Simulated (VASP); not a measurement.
# RbBr (Fm-3m) in VASP: a series of runs

The runs below take RbBr through single point, with PBE, HSE06.

All numbers are computed with VASP 6.6.1; they aren't measurements. Logs are shortened: lines on timing, memory, paths and dates and some standing lists are left out, and cuts for length are marked.

## (1) The cell of the first run

It takes space group Fm-3m (No. 225, cubic). Conventional cell: a = 6.854 Å, b = 6.854 Å, c = 6.854 Å, α = 90.00°, β = 90.00°, γ = 90.00°. Within 4.5 Å of Rb (site symmetry m-3m) lie 6 Br at 3.43 Å. Within 4.5 Å of Br (site symmetry m-3m) lie 6 Rb at 3.43 Å.

## (2) Single point, PBE, collinear spin

Input file INCAR:

```
SYSTEM = RbBr
  PREC = Accurate
  ENCUT = 520
  EDIFF = 1E-6
  ISMEAR = -5
  SIGMA = 0.1
  LREAL = .False.
  LASPH = .True.
  NELM = 150
  ALGO = Normal
  ISIF = 2
  LWAVE = .False.
  LCHARG = .True.
  ISPIN = 2
  MAGMOM = 0.5 0
  LORBIT = 11
  GGA = PE
  LELF = .True.
  LVHAR = .True.
  NBANDS = 19
```

Input file KPOINTS:

```
regular mesh
0
Gamma
  7 7 7
  0 0 0
```

Input file POSCAR:

```
RbBr
1.0
    0.0000000000      3.4270000000      3.4270000000
    3.4270000000      0.0000000000      3.4270000000
    3.4270000000      3.4270000000      0.0000000000
Rb Br
1 1
Direct
    0.0000000000      0.0000000000      0.0000000000
    0.5000000000      0.5000000000      0.5000000000
```

Potentials or basis: VASP PAW PBE potentials, release 64 (Rb_sv, Br).

Started as:

```sh
> cat potpaw_PBE.64/Rb_sv/POTCAR potpaw_PBE.64/Br/POTCAR > POTCAR
> mpirun -np 1 vasp_std > vasp.out
```

OUTCAR:

```text
SYSTEM = RbBr
   PREC = Accurate
   ENCUT = 520
   EDIFF = 1E-6
   ISMEAR = -5
   LREAL = .False.
   LASPH = .True.
   NELM = 150
   ISIF = 2
   ISPIN = 2
   LORBIT = 11
   GGA = PE

 ion  position               nearest neighbor table
   1  0.000  0.000  0.000-   2 3.43   2 3.43   2 3.43   2 3.43   2 3.43   2 3.43
   2  0.500  0.500  0.500-   1 3.43   1 3.43   1 3.43   1 3.43   1 3.43   1 3.43

  LATTYP: Found a face centered cubic cell.
 ALAT       =     6.8540000000

  Lattice vectors:

 A1 = (   0.0000000000,   3.4270000000,   3.4270000000)
 A2 = (   3.4270000000,   0.0000000000,   3.4270000000)
 A3 = (   3.4270000000,   3.4270000000,   0.0000000000)

Analysis of symmetry for initial positions (statically):
=====================================================================
 Subroutine PRICEL returns:
 Original cell was already a primitive cell.

 Routine SETGRP: Setting up the symmetry group for a
 face centered cubic supercell.

 Subroutine GETGRP returns: Found 48 space group operations
 (whereof 48 operations were pure point group operations)
 out of a pool of 48 trial point group operations.

The static configuration has the point symmetry O_h .

Analysis of symmetry for dynamics (positions and initial velocities):
=====================================================================
 Subroutine PRICEL returns:
 Original cell was already a primitive cell.

 Routine SETGRP: Setting up the symmetry group for a
 face centered cubic supercell.

 Subroutine GETGRP returns: Found 48 space group operations
 (whereof 48 operations were pure point group operations)
 out of a pool of 48 trial point group operations.

The dynamic configuration has the point symmetry O_h .

Analysis of structural, dynamic, and magnetic symmetry:
=====================================================================
 Subroutine PRICEL returns:
 Original cell was already a primitive cell.

 Routine SETGRP: Setting up the symmetry group for a
 face centered cubic supercell.

 Subroutine GETGRP returns: Found 48 space group operations
 (whereof 48 operations were pure point group operations)
 out of a pool of 48 trial point group operations.

The overall configuration has the point symmetry O_h .

 Subroutine INISYM returns: Found 48 space group operations
 (whereof 48 operations are pure point group operations),
 and found     1 'primitive' translations

----------------------------------------------------------------------------------------

                                     Primitive cell

  volume of cell :      80.4956

  direct lattice vectors                    reciprocal lattice vectors
     0.000000000  3.427000000  3.427000000    -0.145900204  0.145900204  0.145900204
     3.427000000  0.000000000  3.427000000     0.145900204 -0.145900204  0.145900204
     3.427000000  3.427000000  0.000000000     0.145900204  0.145900204 -0.145900204

  length of vectors
     4.846509878  4.846509878  4.846509878     0.252706567  0.252706567  0.252706567

  position of ions in fractional coordinates (direct lattice)
     0.000000000  0.000000000  0.000000000
     0.500000000  0.500000000  0.500000000

  ion indices of the primitive-cell ions
   primitive index   ion index
                 1           1
                 2           2

----------------------------------------------------------------------------------------

 KPOINTS: regular mesh

Automatic generation of k-mesh.
 Grid dimensions read from file:
 generate k-points for:    7    7    7

 Generating k-lattice:

  Cartesian coordinates                     Fractional coordinates (reciprocal lattice)
    -0.020842886  0.020842886  0.020842886     0.142857143  0.000000000  0.000000000
     0.020842886 -0.020842886  0.020842886     0.000000000  0.142857143  0.000000000
     0.020842886  0.020842886 -0.020842886     0.000000000  0.000000000  0.142857143

  Length of vectors
     0.036100938  0.036100938  0.036100938

  Shift w.r.t. Gamma in fractional coordinates (k-lattice)
     0.000000000  0.000000000  0.000000000

 TETIRR: Found     58 inequivalent tetrahedra from     2058

 Subroutine IBZKPT returns following result:
 ===========================================

 Found     20 irreducible k-points:

 Following reciprocal coordinates:
            Coordinates               Weight
  0.000000  0.000000  0.000000      1.000000
  0.142857  0.000000  0.000000      8.000000
  0.285714  0.000000  0.000000      8.000000
  0.428571  0.000000  0.000000      8.000000
  0.142857  0.142857  0.000000      6.000000
  0.285714  0.142857  0.000000     24.000000
[... 12 lines left out ...]
 -0.428571  0.428571  0.142857     24.000000
 -0.285714  0.428571  0.142857     24.000000
   k-points           NKPTS =     20   k-points in BZ     NKDIM =     20   number of bands    NBANDS=     19
   number of dos      NEDOS =    301   number of ions     NIONS =      2
   total plane-waves  NPLWV =  46656
   dimension x,y,z NGX =    36 NGY =   36 NGZ =   36
   dimension x,y,z NGXF=    72 NGYF=   72 NGZF=   72
   ions per type =               1   1
   NGX,Y,Z   is equivalent  to a cutoff of  12.35, 12.35, 12.35 a.u.
   NGXF,Y,Z  is equivalent  to a cutoff of  24.70, 24.70, 24.70 a.u.
 SYSTEM =  RbBr
   PREC   = accura    normal or accurate (medium, high low for compatibility)
   ISTART =      0    job   : 0-new  1-cont  2-samecut
   ICHARG =      2    charge: 1-file 2-atom 10-const
   ISPIN  =      2    spin polarized calculation?
   LNONCOLLINEAR =      F non collinear calculations
   LSORBIT =      F    spin-orbit coupling
   LASPH  =      T    aspherical Exc in radial PAW
   ENCUT  =  520.0 eV  38.22 Ry    6.18 a.u.   9.01  9.01  9.01*2*pi/ulx,y,z
   NELM   =    150;   NELMIN=  2; NELMDL= -5     # of ELM steps
   EDIFF  = 0.1E-05   stopping-criterion for ELM
   LREAL  =      F    real-space projection
   EDIFFG = 0.1E-04   stopping-criterion for IOM
   NSW    =      0    number of steps for IOM
   IBRION =     -1    ionic relax: 0-MD 1-quasi-New 2-CG
   NFREE  =      0    steps in history (QN), initial steepest desc. (CG)
   ISIF   =      2    stress and relaxation
   ISYM   =      2    0-nonsym 1-usesym 2-fastsym
   POTIM  = 0.5000    time-step for ionic-motion
   TEBEG  =    0.0;   TEEND  =   0.0 temperature during run
   PSTRESS=    0.0 pullay stress
   NELECT =      16.0000    total number of electrons
   NUPDOWN=      -1.0000    fix difference up-down
   EMIN   =  10.00;   EMAX   =-10.00  energy-range for DOS
   EFERMI =   0.00;   METHOD = LEGACY
   ISMEAR =    -5;   SIGMA  =   0.10  broadening in eV -4-tet -1-fermi 0-gaus
   EFERMI_NEDOS =   21; number of points for ismear=-14 and -15
   IALGO  =     38    algorithm
   IMIX   =      4    mixing-type and parameters
     AMIX     =   0.40;   BMIX     =  1.00
     AMIX_MAG =   1.60;   BMIX_MAG =  1.00
  volume/ion in A,a.u.               =      40.25       271.61
  Fermi-wavevector in a.u.,A,eV,Ry     =   0.955412  1.805467 12.419564  0.912812
  Thomas-Fermi vector in A             =   2.084247
   LORBIT       =     11    0 simple, 1 ext, 2 COOP (PROOUT), +10 PAW based schemes
   GGA     = PE    functional components
   LHFCALC =     F    Hartree Fock is set to
   AEXX    =    0.0000 exact exchange contribution
   IVDW    =     0    specifies the selected vdW correction
   LEPSILON=     F    determine dielectric tensor
   LRPA    =     F    only Hartree local field effects (RPA)
 spin polarized calculation
 Fermi weights with tetrahedron method with Bloechl corrections
  energy-cutoff  :      520.00
  volume of cell :       80.50
 maximum number of plane-waves:      2186
   NGX = 17   NGY = 17   NGZ = 17

 number of electron      15.9999999 magnetization      -0.0000092

 number of electron      15.9999999 magnetization       0.0000310

 Free energy of the ion-electron system (eV)
  ---------------------------------------------------
  ext. energy  EPLUGINS =         0.00000000
  ---------------------------------------------------
  free energy    TOTEN  =        -6.09734798 eV

  energy without entropy =       -6.09734798  energy(sigma->0) =       -6.09734798

 E-fermi :  -1.6890     XC(G=0):  -7.2337

 val. band max:       -1.7523114798   @ k =   0.0000   0.0000   0.0000
 cond. band min:       2.6100273490   @ k =   0.0000   0.0000   0.0000
 fundamental gap:      4.3623388287
 Fermi energy:        -1.6889858114

 spin component 1

 k-point     1 :       0.0000    0.0000    0.0000
  band No.  band energies     occupation
      1     -26.1666      1.00000
      2     -13.9334      1.00000
      3     -10.2433      1.00000
      4     -10.2433      1.00000
      5     -10.2433      1.00000
      6      -1.7523      1.00000
[... 11 lines left out ...]
     18      14.0784      0.00000
     19      14.3871      0.00000

 k-point     2 :       0.1429    0.0000    0.0000
  band No.  band energies     occupation
      1     -26.1648      1.00000
      2     -13.9415      1.00000
      3     -10.2448      1.00000
      4     -10.2448      1.00000
      5     -10.2343      1.00000
      6      -1.9867      1.00000
[... 11 lines left out ...]
     18      12.9318      0.00000
     19      14.3869      0.00000

 k-point     3 :       0.2857    0.0000    0.0000
  band No.  band energies     occupation
      1     -26.1608      1.00000
      2     -13.9596      1.00000
      3     -10.2480      1.00000
      4     -10.2480      1.00000
      5     -10.2140      1.00000
      6      -2.4170      1.00000
[... 345 lines left out ...]
  band No.  band energies     occupation
      1     -26.1548      1.00000
      2     -13.9044      1.00000
      3     -10.3808      1.00000
      4     -10.3322      1.00000
      5     -10.2578      1.00000
      6      -2.2672      1.00000
[... 11 lines left out ...]
     18      12.2597      0.00000
     19      12.5028      0.00000

 k-point    20 :      -0.2857    0.4286    0.1429
  band No.  band energies     occupation
      1     -26.1545      1.00000
      2     -13.9125      1.00000
      3     -10.3781      1.00000
      4     -10.3382      1.00000
      5     -10.2305      1.00000
      6      -2.2910      1.00000
[... 11 lines left out ...]
     18      11.9724      0.00000
     19      12.6417      0.00000
 Fermi energy:        -1.6889858114

 spin component 2

 k-point     1 :       0.0000    0.0000    0.0000
  band No.  band energies     occupation
      1     -26.1665      1.00000
      2     -13.9334      1.00000
      3     -10.2433      1.00000
      4     -10.2433      1.00000
      5     -10.2433      1.00000
      6      -1.7524      1.00000
[... 11 lines left out ...]
     18      14.0793      0.00000
     19      14.3872      0.00000

 k-point     2 :       0.1429    0.0000    0.0000
  band No.  band energies     occupation
      1     -26.1647      1.00000
      2     -13.9415      1.00000
      3     -10.2448      1.00000
      4     -10.2448      1.00000
      5     -10.2343      1.00000
      6      -1.9867      1.00000
[... 11 lines left out ...]
     18      12.9318      0.00000
     19      14.3869      0.00000

 k-point     3 :       0.2857    0.0000    0.0000
  band No.  band energies     occupation
      1     -26.1607      1.00000
      2     -13.9596      1.00000
      3     -10.2480      1.00000
      4     -10.2480      1.00000
      5     -10.2140      1.00000
      6      -2.4170      1.00000
[... 346 lines left out ...]
      1     -26.1547      1.00000
      2     -13.9045      1.00000
      3     -10.3808      1.00000
      4     -10.3322      1.00000
      5     -10.2578      1.00000
      6      -2.2673      1.00000
[... 11 lines left out ...]
     18      12.2597      0.00000
     19      12.5027      0.00000

 k-point    20 :      -0.2857    0.4286    0.1429
  band No.  band energies     occupation
      1     -26.1545      1.00000
      2     -13.9125      1.00000
      3     -10.3781      1.00000
      4     -10.3382      1.00000
      5     -10.2305      1.00000
      6      -2.2911      1.00000
[... 11 lines left out ...]
     18      11.9723      0.00000
     19      12.6059      0.00000

------------------------ aborting loop because EDIFF is reached ----------------------------------------

  FORCE on cell =-STRESS in cart. coord.  units (eV):
  Direction    XX          YY          ZZ          XY          YZ          ZX
  --------------------------------------------------------------------------------------
  -------------------------------------------------------------------------------------
  Total        0.5179029      0.5179029      0.5179029      0.0000000      0.0000000     -0.0000000
  in kB       10.3082888     10.3082888     10.3082888      0.0000000      0.0000000     -0.0000000
  external PRESSURE =      10.3082888 kB  Pullay stress =       0.0000000 kB

 VOLUME and BASIS-vectors are now :
 -----------------------------------------------------------------------------
  energy-cutoff  :      520.00
  volume of cell :       80.50
      direct lattice vectors                 reciprocal lattice vectors
     0.000000000  3.427000000  3.427000000    -0.145900204  0.145900204  0.145900204
     3.427000000  0.000000000  3.427000000     0.145900204 -0.145900204  0.145900204
     3.427000000  3.427000000  0.000000000     0.145900204  0.145900204 -0.145900204

 POSITION                                       TOTAL-FORCE (eV/Angst)
 -----------------------------------------------------------------------------------
      0.00000      0.00000      0.00000        -0.000000     -0.000000     -0.000000
      3.42700      3.42700      3.42700         0.000000      0.000000      0.000000
 -----------------------------------------------------------------------------------
    total drift:                                0.000000      0.000000      0.000000

  FREE ENERGIE OF THE ION-ELECTRON SYSTEM (eV)
  ---------------------------------------------------
  free  energy   TOTEN  =        -6.0973479763 eV

  energy  without entropy=       -6.0973479763  energy(sigma->0) =       -6.09734798

 total charge

# of ion       s       p       d       tot
------------------------------------------
    1        1.940   5.351   0.023   7.315
    2        1.600   3.301   0.001   4.902
--------------------------------------------------
tot          3.540   8.652   0.024  12.217

 magnetization (x)

# of ion       s       p       d       tot
------------------------------------------
    1        0.000  -0.000   0.000  -0.000
    2        0.000   0.000  -0.000   0.000
--------------------------------------------------
tot          0.000  -0.000   0.000  -0.000
```

Wall time 31 s (1 thread of Intel Xeon 6975P-C (Granite Rapids), shared host); peak memory 0.25 GiB.

What came out:

| Item | Value |
| --- | --- |
| Free energy | -6.0973 eV |
| Pressure | 1.0 GPa |
| Band gap on the k mesh | 4.36 eV |
| Net moment | 0.00 μB per cell |
| Valence electrons inside the program's atomic spheres | Rb 7.32; Br 4.90 |

Caveat: an odd mesh through Γ misses points on the zone boundary, where band edges can lie.

## (3) Single point, HSE06

This run uses another cell than the first one, of 37.83 Å³/atom.

Input file POSCAR:

```
RbBr
1.0
    0.0000000000      3.3570415946      3.3570415946
    3.3570415946      0.0000000000      3.3570415946
    3.3570415946      3.3570415946      0.0000000000
Rb Br
1 1
Direct
    0.0000000000      0.0000000000      0.0000000000
    0.5000000000      0.5000000000      0.5000000000
```

Input file INCAR.step1:

```
PREC = Accurate
ENCUT = 520
EDIFF = 1E-5
ISMEAR = -1
SIGMA = 0.05
LREAL = F
LASPH = T
NELM = 60
ALGO = Normal
ISIF = 2
LWAVE = T
LCHARG = F
GGA = PE
NBANDS = 15
```

Input file INCAR.step2:

```
PREC = Accurate
ENCUT = 520
EDIFF = 1E-6
ISMEAR = -1
SIGMA = 0.05
LREAL = F
LASPH = T
NELM = 60
ALGO = Normal
ISIF = 2
LWAVE = F
LCHARG = F
GGA = PE
LHFCALC = T
HFSCREEN = 0.2079
PRECFOCK = Normal
ISTART = 1
NBANDS = 15
```

Input file KPOINTS:

```
Automatic mesh
0
Gamma
  4 4 4
```

Potentials or basis: VASP PAW PBE potentials, release 64 (Rb_sv, Br).

Started as:

```sh
> cat potpaw_PBE.64/Rb_sv/POTCAR potpaw_PBE.64/Br/POTCAR > POTCAR
> cp INCAR.step1 INCAR
> mpirun -np 1 vasp_std > vasp.out
> cp INCAR.step2 INCAR
> mpirun -np 1 vasp_std > vasp.out
```

Run time: 5.1 min. Hardware: 1 thread of AMD EPYC 9R45 (Zen 5), shared host; peak memory 0.29 GiB.

Results (log left out):

| Item | Value |
| --- | --- |
| Free energy | -7.0243 eV |
| Pressure | 1.9 GPa |
| Band gap on the k mesh | 5.70 eV |

Levels at points of the mesh, in eV from the valence-band top:
| k point | band 5 | band 6 | band 7 | band 8 | band 9 | band 10 | band 11 | band 12 |
| --- | --- | --- | --- | --- | --- | --- | --- | --- |
| (0.00, 0.00, 0.00) | -8.88 | 0.00 | 0.00 | 0.00 | 5.70 | 8.56 | 8.56 | 8.56 |
| (0.50, 0.00, 0.00) | -8.80 | -1.14 | -0.43 | -0.43 | 8.13 | 9.21 | 11.12 | 11.12 |
| (0.50, 0.50, 0.00) | -8.98 | -0.52 | -0.17 | -0.17 | 6.69 | 8.69 | 10.76 | 10.78 |

Caveat: the PAW data sets were made with another functional, which shifts forces and pressure a little.

(Continued in part 2 of 2.)
